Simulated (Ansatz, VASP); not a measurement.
## Two plane-wave programs on V

The input INCAR:

```
PREC = Accurate
ENCUT = 520
EDIFF = 1E-6
ISMEAR = 0
SIGMA = 0.05
LREAL = F
LASPH = T
NELM = 100
ALGO = Fast
ISIF = 2
LWAVE = F
LCHARG = F
GGA = PE
NBANDS = 12
```

File KPOINTS:

```
regular mesh
0
Gamma
  20 20 20
```

File POSCAR:

```
V
1.0
   -1.5083085005      1.5083085005      1.5083085005
    1.5083085005     -1.5083085005      1.5083085005
    1.5083085005      1.5083085005     -1.5083085005
V
1
Direct
    0.0000000000      0.0000000000      0.0000000000
```

Input for Ansatz:

```yaml
crystal:
  lattice:
    - [-1.5083085005, 1.5083085005, 1.5083085005]
    - [1.5083085005, -1.5083085005, 1.5083085005]
    - [1.5083085005, 1.5083085005, -1.5083085005]
  atoms:
    - { symbol: V, position: [0.0, 0.0, 0.0] }
basis:
  ecutwfc: 420
  ecutrho_ratio: 4
kpoints:
  mp_grid: { grid: [20, 20, 20] }
hamiltonian:
  xc: pbe
scf:
  occupations: { method: gaussian, width: 0.05 }
output:
  forces: true
  stress: true
  eigenvalues: true
```

Alike in both runs: task single point; functional PBE; k mesh 20 × 20 × 20; occupations gaussian, width 0.05 eV; no spin polarisation.

|  | VASP | Ansatz |
| --- | --- | --- |
| version | VASP 6.6.1 | Ansatz 0.2.0 |
| potentials or method | VASP PAW PBE potentials, release 64 (V_sv), cutoff 520 eV | scalar-relativistic, plane waves, PAW |
| valence electrons in the cell | 13 | 13 |

|  | VASP | Ansatz | Ansatz less VASP |
| --- | --- | --- | --- |
| gap on the k mesh at the Fermi level (eV) | none | none | - |
| pressure (GPa) | -3.3 | -3.5 | -0.22 |

A gap of «none» marks a metal or a gap that the smearing closes. The functional is the same, so the differences come from potentials, cutoffs and numerics.
